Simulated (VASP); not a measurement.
# Ni (Fm-3m) in VASP: further runs, part 2 of 2

VASP 6.6.1. The steps go on from the part before.

## Step 5: Single point, LDA, collinear spin, ferromagnetic start

This run uses another cell than the first one, of 10.04 Å³/atom.

The input, INCAR:

```
SYSTEM = Ni
PREC     = Accurate       ! precision mode
ENCUT    = 520            ! plane-wave cutoff, eV
EDIFF    = 1E-6           ! SCF threshold, eV
ISMEAR   = 0              ! smearing method
SIGMA    = 0.1            ! smearing width, eV
LREAL    = .FALSE.        ! projectors in reciprocal space
LASPH    = .TRUE.         ! aspherical terms in the spheres
NELM     = 150            ! most SCF steps
ALGO     = Fast           ! electronic algorithm
ISIF     = 2              ! what is computed and relaxed
LWAVE    = .FALSE.        ! write WAVECAR
LCHARG   = .FALSE.        ! write CHGCAR
ISPIN    = 2              ! spin polarisation
MAGMOM   = 0.78           ! initial moments
LORBIT   = 11             ! projections on sites
LMAXMIX  = 4              ! l up to which the mixer works
NBANDS   = 15             ! bands
```

The input, KPOINTS:

```
Automatic mesh
0
G
  20 20 20
  0 0 0
```

The input, POSCAR:

```
Ni
1.0
    0.0000000000      1.7120397658      1.7120397658
    1.7120397658      0.0000000000      1.7120397658
    1.7120397658      1.7120397658      0.0000000000
Ni
1
Direct
    0.0000000000      0.0000000000      0.0000000000
```

Potentials or basis: VASP PAW LDA potentials, release 64 (Ni).

On the command line:

```
$ cat potpaw_LDA.64/Ni/POTCAR > POTCAR
$ mpirun -np 1 vasp_std > vasp.out
```

OUTCAR:

```text
SYSTEM = Ni
   PREC = Accurate
   ENCUT = 520
   EDIFF = 1E-6
   ISMEAR = 0
   LREAL = .FALSE.
   LASPH = .TRUE.
   NELM = 150
   ISIF = 2
   ISPIN = 2
   LORBIT = 11

 ion  position               nearest neighbor table
   1  0.000  0.000  0.000-

  LATTYP: Found a face centered cubic cell.
 ALAT       =     3.4240795316

  Lattice vectors:

 A1 = (   0.0000000000,   1.7120397658,   1.7120397658)
 A2 = (   1.7120397658,   0.0000000000,   1.7120397658)
 A3 = (   1.7120397658,   1.7120397658,   0.0000000000)

Analysis of symmetry for initial positions (statically):
=====================================================================
 Subroutine PRICEL returns:
 Original cell was already a primitive cell.

 Routine SETGRP: Setting up the symmetry group for a
 face centered cubic supercell.

 Subroutine GETGRP returns: Found 48 space group operations
 (whereof 48 operations were pure point group operations)
 out of a pool of 48 trial point group operations.

The static configuration has the point symmetry O_h .

Analysis of symmetry for dynamics (positions and initial velocities):
=====================================================================
 Subroutine PRICEL returns:
 Original cell was already a primitive cell.

 Routine SETGRP: Setting up the symmetry group for a
 face centered cubic supercell.

 Subroutine GETGRP returns: Found 48 space group operations
 (whereof 48 operations were pure point group operations)
 out of a pool of 48 trial point group operations.

The dynamic configuration has the point symmetry O_h .

Analysis of structural, dynamic, and magnetic symmetry:
=====================================================================
 Subroutine PRICEL returns:
 Original cell was already a primitive cell.

 Routine SETGRP: Setting up the symmetry group for a
 face centered cubic supercell.

 Subroutine GETGRP returns: Found 48 space group operations
 (whereof 48 operations were pure point group operations)
 out of a pool of 48 trial point group operations.

The overall configuration has the point symmetry O_h .

 Subroutine INISYM returns: Found 48 space group operations
 (whereof 48 operations are pure point group operations),
 and found     1 'primitive' translations

----------------------------------------------------------------------------------------

                                     Primitive cell

  volume of cell :      10.0363

  direct lattice vectors                    reciprocal lattice vectors
     0.000000000  1.712039766  1.712039766    -0.292049291  0.292049291  0.292049291
     1.712039766  0.000000000  1.712039766     0.292049291 -0.292049291  0.292049291
     1.712039766  1.712039766  0.000000000     0.292049291  0.292049291 -0.292049291

  length of vectors
     2.421189856  2.421189856  2.421189856     0.505844211  0.505844211  0.505844211

  position of ions in fractional coordinates (direct lattice)
     0.000000000  0.000000000  0.000000000

  ion indices of the primitive-cell ions
   primitive index   ion index
                 1           1

----------------------------------------------------------------------------------------

 KPOINTS: Automatic mesh

Automatic generation of k-mesh.
 Grid dimensions read from file:
 generate k-points for:   20   20   20

 Generating k-lattice:

  Cartesian coordinates                     Fractional coordinates (reciprocal lattice)
    -0.014602465  0.014602465  0.014602465     0.050000000  0.000000000  0.000000000
     0.014602465 -0.014602465  0.014602465     0.000000000  0.050000000  0.000000000
     0.014602465  0.014602465 -0.014602465     0.000000000  0.000000000  0.050000000
[... 74 lines left out ...]
   IALGO  =     68    algorithm
   IMIX   =      4    mixing-type and parameters
     AMIX     =   0.40;   BMIX     =  1.00
     AMIX_MAG =   1.60;   BMIX_MAG =  1.00
  volume/ion in A,a.u.               =      10.04        67.73
  Fermi-wavevector in a.u.,A,eV,Ry     =   1.635125  3.089938 36.377000  2.673634
  Thomas-Fermi vector in A             =   2.726650
   LORBIT       =     11    0 simple, 1 ext, 2 COOP (PROOUT), +10 PAW based schemes
   GGA     = CA    functional components
   LHFCALC =     F    Hartree Fock is set to
   AEXX    =    0.0000 exact exchange contribution
   IVDW    =     0    specifies the selected vdW correction
   LEPSILON=     F    determine dielectric tensor
   LRPA    =     F    only Hartree local field effects (RPA)
 spin polarized calculation
 RMM-DIIS sequential band-by-band and
 Gauss-broadening in eV      SIGMA  =   0.10
  energy-cutoff  :      520.00
  volume of cell :       10.04
 maximum number of plane-waves:       290
 NGX is ok and might be reduce to    18
   NGX =  9   NGY =  9   NGZ =  9

 number of electron      10.0000000 magnetization       0.7800000

 number of electron       9.9999991 magnetization       0.5997573

 Free energy of the ion-electron system (eV)
  ---------------------------------------------------
  ext. energy  EPLUGINS =         0.00000000
  ---------------------------------------------------
  free energy    TOTEN  =        -6.58307643 eV

  energy without entropy =       -6.57443304  energy(sigma->0) =       -6.57875474

 E-fermi :  10.2257     XC(G=0): -14.0978

 val. band max:       10.2231988055   @ k =   0.4500   0.1500   0.0500
 cond. band min:      10.2286824502   @ k =   0.5000   0.3500   0.1000
 fundamental gap:      0.0054836448
 Fermi energy:        10.2257242948

 spin component 1

 k-point     1 :       0.0000    0.0000    0.0000
  band No.  band energies     occupation
      1       0.6688      1.00000
      2       7.6580      1.00000
      3       7.6580      1.00000
      4       7.6580      1.00000
      5       8.9521      1.00000
      6       8.9521      1.00000
      7      34.6815      0.00000
      8      39.0824      0.00000
      9      39.0824      0.00000
     10      39.0824      0.00000
     11      42.3454      0.00000
     12      42.3454      0.00000
     13      42.3454      0.00000
     14      45.3182      0.00000
[... 403 lines left out ...]
      4       7.9045      1.00000
      5       9.3600      1.00000
      6       9.7479      1.00000
      7      20.0791      0.00000
      8      32.8388      0.00000
      9      35.4097      0.00000
     10      37.5652      0.00000
     11      39.5133      0.00000
     12      41.4227      0.00000
     13      46.0201      0.00000
     14      52.9303      0.00000
     15      54.6051      0.00000

 [... further k-points ...]

 spin component 2

 k-point     1 :       0.0000    0.0000    0.0000
  band No.  band energies     occupation
      1       0.7166      1.00000
      2       8.2705      1.00000
      3       8.2705      1.00000
      4       8.2705      1.00000
      5       9.5183      1.00000
      6       9.5183      1.00000
      7      34.6721      0.00000
      8      39.1317      0.00000
      9      39.1317      0.00000
     10      39.1317      0.00000
     11      42.5187      0.00000
     12      42.5187      0.00000
     13      42.5187      0.00000
     14      45.2973      0.00000
[... 403 lines left out ...]
      4       8.3495      1.00000
      5       9.9927      0.99951
      6      10.3560      0.03270
      7      20.3435      0.00000
      8      32.8910      0.00000
      9      35.4937      0.00000
     10      37.7007      0.00000
     11      39.6392      0.00000
     12      41.5301      0.00000
     13      46.1565      0.00000
     14      53.0583      0.00000
     15      54.8382      0.00000

 [... further k-points ...]

------------------------ aborting loop because EDIFF is reached ----------------------------------------

  FORCE on cell =-STRESS in cart. coord.  units (eV):
  Direction    XX          YY          ZZ          XY          YZ          ZX
  --------------------------------------------------------------------------------------
  -------------------------------------------------------------------------------------
  Total       -0.0146863     -0.0146863     -0.0146863      0.0000000     -0.0000000      0.0000000
  in kB       -2.3445118     -2.3445118     -2.3445118      0.0000000     -0.0000000      0.0000000
  external PRESSURE =      -2.3445118 kB  Pullay stress =       0.0000000 kB

 VOLUME and BASIS-vectors are now :
 -----------------------------------------------------------------------------
  energy-cutoff  :      520.00
  volume of cell :       10.04
      direct lattice vectors                 reciprocal lattice vectors
     0.000000000  1.712039766  1.712039766    -0.292049291  0.292049291  0.292049291
     1.712039766  0.000000000  1.712039766     0.292049291 -0.292049291  0.292049291
     1.712039766  1.712039766  0.000000000     0.292049291  0.292049291 -0.292049291

 POSITION                                       TOTAL-FORCE (eV/Angst)
 -----------------------------------------------------------------------------------
      0.00000      0.00000      0.00000         0.000000      0.000000      0.000000
 -----------------------------------------------------------------------------------
    total drift:                               -0.000000     -0.000000     -0.000000

  FREE ENERGIE OF THE ION-ELECTRON SYSTEM (eV)
  ---------------------------------------------------
  free  energy   TOTEN  =        -6.5830764320 eV

  energy  without entropy=       -6.5744330400  energy(sigma->0) =       -6.57875474

 total charge

# of ion       s       p       d       tot
------------------------------------------
    1        0.536   0.572   8.367   9.474

 magnetization (x)

# of ion       s       p       d       tot
------------------------------------------
    1       -0.005  -0.019   0.623   0.600
```

It took 2.1 min on 1 thread of Intel Xeon 8259CL, shared host; peak memory 0.16 GiB.

Results:

```
Free energy                                           : -6.5831 eV
Pressure                                              : -0.2 GPa
Net moment                                            : 0.60 μB per cell
Site moments                                          : Ni +0.60 μB
Valence electrons inside the program's atomic spheres : Ni 9.47
```

## Step 6: Overview

| task | cell | k mesh | cutoff (eV) | gap on the mesh (eV) | pressure (GPa) | moment (μB) |
| --- | --- | --- | --- | --- | --- | --- |
| single point | a = 2.492 Å, angles 60.0°, 1 atom | 8 × 8 × 8 | 520 | none | -17.4 | 0.70 |
| single point | a = 2.423 Å, angles 60.0°, 1 atom | 10 × 10 × 10 | 520 | none | -0.4 | 0.65 |
| relaxation of cell and atoms | relaxed from a = 2.492 Å, angles 60.0°, 1 atom | 10 × 10 × 10 | 600 | none | -0.4 | 0.65 |
| single point | a = 2.421 Å, angles 60.0°, 1 atom | 20 × 20 × 20 | 520 | none | -0.2 | 0.60 |

Alike in all rows: level LDA; potentials or basis VASP PAW LDA potentials, release 64 (Ni); spin collinear, ferromagnetic start; smearing gaussian 0.1 eV.

Caveats: some runs use coarse meshes.

Total energies depend on the potentials used, so only differences within one code and one set of settings carry meaning.
